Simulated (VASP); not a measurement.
Input of a VASP 6.6.1 run:

INCAR

```
PREC = Accurate
ENCUT = 520
EDIFF = 1E-6
ISMEAR = -1
SIGMA = 0.1
LREAL = F
LASPH = T
NELM = 60
ALGO = Normal
ISIF = 2
LWAVE = F
LCHARG = T
LELF = T
LVHAR = T
NBANDS = 18
```

KPOINTS

```
Automatic mesh
0
Gamma
  17 17 10
```

File POSCAR:

```
Cu
1.0
    2.4134830542      0.0000000000      0.0000000000
   -1.2067415271      2.0901376365      0.0000000000
    0.0000000000      0.0000000000      3.9736598923
Cu
2
Direct
    0.3333333333      0.6666666667      0.2500000000
    0.6666666667      0.3333333333      0.7500000000
```

Potentials or basis: VASP PAW LDA potentials, release 64 (Cu).

Launch:

```console
$ cat potpaw_LDA.64/Cu/POTCAR > POTCAR
$ mpirun -np 1 vasp_std > vasp.out
```

Question: Estimate the pressure.

Answer: 20.1 GPa.

Question: What does it give for the band gap on the k mesh?

Answer: Zero (band 11 reaches 13.75 eV, above the bottom of band 12 at 7.34 eV).
